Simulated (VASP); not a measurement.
# Au: single point with r2SCAN

Crystal: Au.

```
Au
1.0
    -1.74013    1.74013    1.65727
     1.74013   -1.74013    1.65727
     1.74013    1.74013   -1.65727
Au
1
Direct
  0.00000 0.00000 0.00000
```

This cell differs from its parent crystal: strain +0.050 along x and y, +0.000 along z.

```json
{
  "Program": "VASP 6.6.1",
  "Task": "single point",
  "Functional": "r2SCAN",
  "Potentials or basis": "VASP PAW PBE potentials, release 64 (Au)",
  "Cutoff": "520 eV",
  "k mesh": "20 × 20 × 20",
  "Occupations": "gaussian, width 0.15 eV",
  "Spin": "no spin polarisation",
  "Dipole correction": "no",
  "Further INCAR settings": "ALGO = Normal; EDIFF = 1e-06; NBANDS = 12"
}
```

The pressure is -13.2 GPa.

Stress tensor (GPa, compression positive):
```
-13.06   0.00   0.00
  0.00 -13.06   0.00
  0.00   0.00 -13.60
```

Levels at points of the mesh, in eV from the Fermi level:
| k point | band 2 | band 3 | band 4 | band 5 | band 6 | band 7 | band 8 | band 9 | band 10 | band 11 |
| --- | --- | --- | --- | --- | --- | --- | --- | --- | --- | --- |
| (0.00, 0.00, 0.00) | -4.54 | -4.29 | -4.29 | -3.04 | -2.75 | 16.88 | 16.88 | 17.75 | 21.83 | 21.83 |
| (0.50, 0.00, 0.00) | -5.30 | -2.98 | -2.62 | -1.67 | 0.24 | 2.84 | 12.53 | 12.89 | 19.86 | 20.65 |
| (0.50, 0.50, 0.00) | -5.03 | -3.21 | -2.84 | -1.72 | -0.01 | 2.47 | 13.31 | 13.95 | 21.23 | 21.36 |
| (0.50, 0.50, 0.50) | -5.83 | -2.00 | -2.00 | -1.91 | 5.95 | 5.95 | 7.30 | 8.03 | 14.49 | 15.49 |

It took 3.9 min on 1 thread of Intel(R) Xeon(R) Platinum 8375C CPU @ 2.90GHz (Ice Lake) (shared host), peak memory 0.27 GiB.

Caveat: the cell differs from its parent crystal (strain +0.050 along x and y, +0.000 along z); the PAW data sets were made with another functional, which shifts forces and pressure a little; spin-orbit coupling is left out, which moves the levels of the heavy elements.
